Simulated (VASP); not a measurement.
# Ti12N12O in VASP: single point with PBE+D3(BJ)

Aim: the single point of Ti12N12O with PBE+D3(BJ).

Program: VASP 6.6.1. These are calculated values, not measurements. Logs are shortened: lines on timing, memory, paths and dates and some standing lists are left out, and cuts for length are marked.

### 1 The cell of the first run

The cell holds a slab with vacuum, 25 atoms: a = 5.947 Å, b = 5.947 Å, c = 21.553 Å, α = 90.00°, β = 90.00°, γ = 90.00°.

### 2 Single point, PBE+D3(BJ)

INCAR reads:

```
SYSTEM = Ti12N12O
PREC     = Accurate       ! precision mode
ENCUT    = 520            ! plane-wave cutoff, eV
EDIFF    = 1E-6           ! SCF threshold, eV
ISMEAR   = 0              ! smearing method
SIGMA    = 0.1            ! smearing width, eV
LREAL    = Auto         
LASPH    = .True.         ! aspherical terms in the spheres
NELM     = 60             ! most SCF steps
ALGO     = Normal         ! electronic algorithm
ISIF     = 2              ! what is computed and relaxed
LWAVE    = .False.        ! write WAVECAR
LCHARG   = .False.        ! write CHGCAR
LDIPOL   = .True.       
IDIPOL   = 3            
DIPOL    = 0.5 0.5 0.292
GGA      = PE             ! functional
IVDW     = 12             ! dispersion correction
NBANDS   = 123            ! bands
```

KPOINTS reads:

```
regular mesh
0
Gamma
  5 5 1
  0 0 0
```

POSCAR reads:

```
Ti12N12O
1.0
    5.9473589866      0.0000000000      0.0000000000
    0.0000000000      5.9473589866      0.0000000000
    0.0000000000      0.0000000000     21.5533569335
Ti N O
12 12 1
Direct
    0.2500000000      0.2500000000      0.1855859397
    0.2500000000      0.7500000000      0.1855859397
    0.7500000000      0.2500000000      0.1855859397
    0.7500000000      0.7500000000      0.1855859397
    0.0000000000      0.0000000000      0.2814770362
    0.0000000000      0.5000000000      0.2814770362
    0.5000000000      0.0000000000      0.2814770362
    0.5000000000      0.5000000000      0.2814770362
    0.2500000000      0.2500000000      0.3733135280
    0.2500000000      0.7500000000      0.3733135280
    0.7500000000      0.2500000000      0.3733135280
    0.7500000000      0.7500000000      0.3733135280
    0.0000000000      0.0000000000      0.1855859397
    0.0000000000      0.5000000000      0.1855859397
    0.5000000000      0.0000000000      0.1855859397
    0.5000000000      0.5000000000      0.1855859397
    0.2500000000      0.2500000000      0.2799709833
    0.2500000000      0.7500000000      0.2799709833
    0.7500000000      0.2500000000      0.2799709833
    0.7500000000      0.7500000000      0.2799709833
    0.0000000000      0.0000000000      0.3829267505
    0.0000000000      0.5000000000      0.3829267505
    0.5000000000      0.0000000000      0.3829267505
    0.5000000000      0.5000000000      0.3829267505
    0.0000000000      0.1666666667      0.5360351508
```

Potentials or basis: VASP PAW PBE potentials, release 64 (Ti_sv, N, O).

Started as:

```bash
> cat potpaw_PBE.64/Ti_sv/POTCAR potpaw_PBE.64/N/POTCAR potpaw_PBE.64/O/POTCAR > POTCAR
> mpirun -np 1 vasp_std > vasp.out
```

OUTCAR:

```text
SYSTEM = Ti12N12O
   PREC = Accurate
   ENCUT = 520
   EDIFF = 1E-6
   ISMEAR = 0
   LREAL = Auto
   LASPH = .True.
   NELM = 60
   ISIF = 2
   GGA = PE
   IVDW = 12
 IVDW          = 12

 ion  position               nearest neighbor table
   1  0.250  0.250  0.186-  17 2.03  14 2.10  15 2.10  16 2.10  13 2.10
   2  0.250  0.750  0.186-  18 2.03  14 2.10  15 2.10  16 2.10  13 2.10
   3  0.750  0.250  0.186-  19 2.03  14 2.10  15 2.10  16 2.10  13 2.10
   4  0.750  0.750  0.186-  20 2.03  14 2.10  15 2.10  16 2.10  13 2.10
   5  0.000  0.000  0.281-  13 2.07  17 2.10  18 2.10  19 2.10  20 2.10  21 2.19  11 2.89  12 2.89
                             9 2.89  10 2.89
   6  0.000  0.500  0.281-  14 2.07  17 2.10  18 2.10  19 2.10  20 2.10  22 2.19  11 2.89  12 2.89
                             9 2.89  10 2.89
   7  0.500  0.000  0.281-  15 2.07  17 2.10  18 2.10  19 2.10  20 2.10  23 2.19  11 2.89  12 2.89
                             9 2.89  10 2.89
   8  0.500  0.500  0.281-  16 2.07  17 2.10  18 2.10  19 2.10  20 2.10  24 2.19  11 2.89  12 2.89
                             9 2.89  10 2.89
   9  0.250  0.250  0.373-  17 2.01  21 2.11  22 2.11  23 2.11  24 2.11   6 2.89   7 2.89   8 2.89
                             5 2.89
  10  0.250  0.750  0.373-  18 2.01  21 2.11  22 2.11  23 2.11  24 2.11   6 2.89   7 2.89   8 2.89
                             5 2.89
  11  0.750  0.250  0.373-  19 2.01  21 2.11  22 2.11  23 2.11  24 2.11   6 2.89   7 2.89   8 2.89
                             5 2.89
  12  0.750  0.750  0.373-  20 2.01  21 2.11  22 2.11  23 2.11  24 2.11   6 2.89   7 2.89   8 2.89
                             5 2.89
  13  0.000  0.000  0.186-   5 2.07   2 2.10   3 2.10   4 2.10   1 2.10
  14  0.000  0.500  0.186-   6 2.07   2 2.10   3 2.10   4 2.10   1 2.10
  15  0.500  0.000  0.186-   7 2.07   2 2.10   3 2.10   4 2.10   1 2.10
  16  0.500  0.500  0.186-   8 2.07   2 2.10   3 2.10   4 2.10   1 2.10
  17  0.250  0.250  0.280-   9 2.01   1 2.03   6 2.10   7 2.10   8 2.10   5 2.10
  18  0.250  0.750  0.280-  10 2.01   2 2.03   6 2.10   7 2.10   8 2.10   5 2.10
  19  0.750  0.250  0.280-  11 2.01   3 2.03   6 2.10   7 2.10   8 2.10   5 2.10
  20  0.750  0.750  0.280-  12 2.01   4 2.03   6 2.10   7 2.10   8 2.10   5 2.10
  21  0.000  0.000  0.383-   9 2.11  10 2.11  11 2.11  12 2.11   5 2.19
  22  0.000  0.500  0.383-   9 2.11  10 2.11  11 2.11  12 2.11   6 2.19
  23  0.500  0.000  0.383-   9 2.11  10 2.11  11 2.11  12 2.11   7 2.19
  24  0.500  0.500  0.383-   9 2.11  10 2.11  11 2.11  12 2.11   8 2.19
  25  0.000  0.167  0.536-

  LATTYP: Found a simple tetragonal cell.
 ALAT       =     5.9473589866
 C/A-ratio  =     3.6240215165

  Lattice vectors:

 A1 = (   5.9473589866,   0.0000000000,   0.0000000000)
 A2 = (   0.0000000000,   5.9473589866,   0.0000000000)
 A3 = (   0.0000000000,   0.0000000000,  21.5533569335)

Analysis of symmetry for initial positions (statically):
[... 173 lines left out ...]
   IMIX   =      4    mixing-type and parameters
     AMIX     =   0.40;   BMIX     =  1.00
     AMIX_MAG =   1.60;   BMIX_MAG =  1.00
  volume/ion in A,a.u.               =      30.49       205.79
  Fermi-wavevector in a.u.,A,eV,Ry     =   1.065189  2.012916 15.437559  1.134629
  Thomas-Fermi vector in A             =   2.200733
   LORBIT       =      0    0 simple, 1 ext, 2 COOP (PROOUT), +10 PAW based schemes
   GGA     = PE    functional components
   LHFCALC =     F    Hartree Fock is set to
   AEXX    =    0.0000 exact exchange contribution
   IVDW    =    12    specifies the selected vdW correction
   LEPSILON=     F    determine dielectric tensor
   LRPA    =     F    only Hartree local field effects (RPA)
 non-spin polarized calculation
 Gauss-broadening in eV      SIGMA  =   0.10
  energy-cutoff  :      520.00
  volume of cell :      762.37
 maximum number of plane-waves:     20550
 NGX is ok and might be reduce to    48
   NGX = 23   NGY = 23   NGZ = 81

 dipolmoment           0.000000      0.000000     -0.039781 electrons x Angstroem

 number of electron     209.9999956 magnetization

 dipolmoment           0.000000      0.000000      0.998639 electrons x Angstroem

 Free energy of the ion-electron system (eV)
  ---------------------------------------------------
  ext. energy  EPLUGINS =         0.00000000
  ---------------------------------------------------
  free energy    TOTEN  =      -231.26441915 eV

  energy without entropy =     -231.10086399  energy(sigma->0) =     -231.18264157

 E-fermi :   0.2443     XC(G=0):  -5.0184

 val. band max:        0.2356962950   @ k =   0.2000   0.2000   0.0000
 cond. band min:       0.2457407143   @ k =   0.2000   0.2000   0.0000
 fundamental gap:      0.0100444193
 Fermi energy:         0.2443047991

 k-point     1 :       0.0000    0.0000    0.0000
  band No.  band energies     occupation
      1     -57.7269      2.00000
      2     -57.6869      2.00000
      3     -57.6850      2.00000
      4     -57.6509      2.00000
      5     -57.5872      2.00000
      6     -57.5413      2.00000
[... 1069 lines left out ...]
    116       1.3574      0.00000
    117       1.3582      0.00000
 [bands above 117 left out]

------------------------ aborting loop because EDIFF is reached ----------------------------------------

 vacuum level on the upper side and lower side of the slab       (xc-potential included)         2.348        -2.656

 Edisp (eV)   -7.71794

 E8    (eV) :    -3.3908

  FORCE on cell =-STRESS in cart. coord.  units (eV):
  Direction    XX          YY          ZZ          XY          YZ          ZX
  --------------------------------------------------------------------------------------
  -------------------------------------------------------------------------------------
  Total     -15.30510   -15.00434    -2.12983     0.00000     0.15405     0.00000
  in kB     -32.16500   -31.53292    -4.47602     0.00000     0.32375     0.00000
  external pressure =      -22.72 kB  Pullay stress =        0.00 kB

 VOLUME and BASIS-vectors are now :
 -----------------------------------------------------------------------------
  energy-cutoff  :      520.00
  volume of cell :      762.37
      direct lattice vectors                 reciprocal lattice vectors
     5.947358987  0.000000000  0.000000000     0.168141860  0.000000000  0.000000000
     0.000000000  5.947358987  0.000000000     0.000000000  0.168141860  0.000000000
     0.000000000  0.000000000 21.553356934     0.000000000  0.000000000  0.046396485

 POSITION                                       TOTAL-FORCE (eV/Angst)
 -----------------------------------------------------------------------------------
      1.48684      1.48684      4.00000        -0.006214     -0.000363      1.765521
      1.48684      4.46052      4.00000        -0.001570      0.001356      1.823170
      4.46052      1.48684      4.00000         0.006214     -0.000363      1.765521
      4.46052      4.46052      4.00000         0.001570      0.001356      1.823170
      0.00000      0.00000      6.06678         0.000000     -0.024712     -0.002600
      0.00000      2.97368      6.06678         0.000000      0.019730      0.014448
[... 17 lines left out ...]
      2.97368      2.97368      8.25336         0.000000      0.024592     -0.474103
      0.00000      0.99123     11.55336         0.000000      0.042633     -0.795843
 -----------------------------------------------------------------------------------
    total drift:                                0.000000      0.000056     -0.036663

  FREE ENERGIE OF THE ION-ELECTRON SYSTEM (eV)
  ---------------------------------------------------
  free  energy   TOTEN  =      -238.9823561224 eV

  energy  without entropy=     -238.8188009605  energy(sigma->0) =     -238.90057854

 vacuum level on the upper side and lower side of the slab         7.620         2.490
```

OSZICAR:

```text
N       E                     dE             d eps       ncg     rms          rms(c)
DAV:   1     0.305343066076E+04    0.30534E+04   -0.10766E+05  2494   0.170E+03
DAV:   2     0.264125033736E+03   -0.27893E+04   -0.27127E+04  2539   0.539E+02
DAV:   3    -0.242882920897E+03   -0.50701E+03   -0.49925E+03  3260   0.213E+02
[... 37 lines left out ...]
DAV:  41    -0.231264443118E+03    0.21267E-05   -0.29734E-06  1740   0.515E-03    0.144E-01
DAV:  42    -0.231264415835E+03    0.27282E-04   -0.12690E-05  1700   0.366E-03    0.570E-02
DAV:  43    -0.231264420911E+03   -0.50755E-05   -0.23278E-06  1524   0.416E-03    0.776E-02
DAV:  44    -0.231264413236E+03    0.76753E-05   -0.17317E-05  1812   0.263E-03    0.250E-02
DAV:  45    -0.231264419343E+03   -0.61073E-05   -0.26213E-06  1596   0.401E-03    0.194E-02
DAV:  46    -0.231264419151E+03    0.19224E-06   -0.37008E-07  1284   0.119E-03
   1 F= -.23898236E+03 E0= -.23890058E+03  d E =-.163555E+00
```

It took 60 min on 1 thread of Intel Xeon Platinum 8488C (Sapphire Rapids), shared host; peak memory 1.1 GiB.

Results:

* Free energy: -238.9824 eV
* Largest force: 1.864 eV/Å
* Band gap on the k mesh: zero (bands 105 and 106 overlap by 0.32 eV)
* Dispersion energy per atom: -0.309 eV

Forces on the atoms (eV/Å):
```
Ti  -0.006  0.000  1.766
Ti  -0.002  0.001  1.823
Ti   0.006  0.000  1.766
Ti   0.002  0.001  1.823
Ti   0.000 -0.025 -0.003
Ti   0.000  0.020  0.014
Ti   0.000  0.006  0.017
Ti   0.000 -0.007  0.027
Ti  -0.183 -0.066  1.055
Ti  -0.086  0.055  0.672
Ti   0.183 -0.066  1.055
Ti   0.086  0.055  0.672
N    0.000 -0.010 -1.826
N    0.000  0.008 -1.837
N    0.000  0.006 -1.846
N    0.000 -0.006 -1.864
N    0.007  0.000 -0.070
N   -0.009  0.002 -0.068
N   -0.007  0.000 -0.070
N    0.009  0.002 -0.068
N    0.000 -0.074 -0.674
N    0.000  0.060 -0.587
N    0.000 -0.026 -0.506
N    0.000  0.025 -0.474
O    0.000  0.043 -0.796
```

Levels at points of the mesh, in eV from the Fermi level:
| k point | band 102 | band 103 | band 104 | band 105 | band 106 | band 107 | band 108 | band 109 |
| --- | --- | --- | --- | --- | --- | --- | --- | --- |
| (0.00, 0.00, 0.00) | -0.82 | -0.17 | -0.04 | -0.03 | 0.02 | 0.03 | 0.05 | 0.48 |
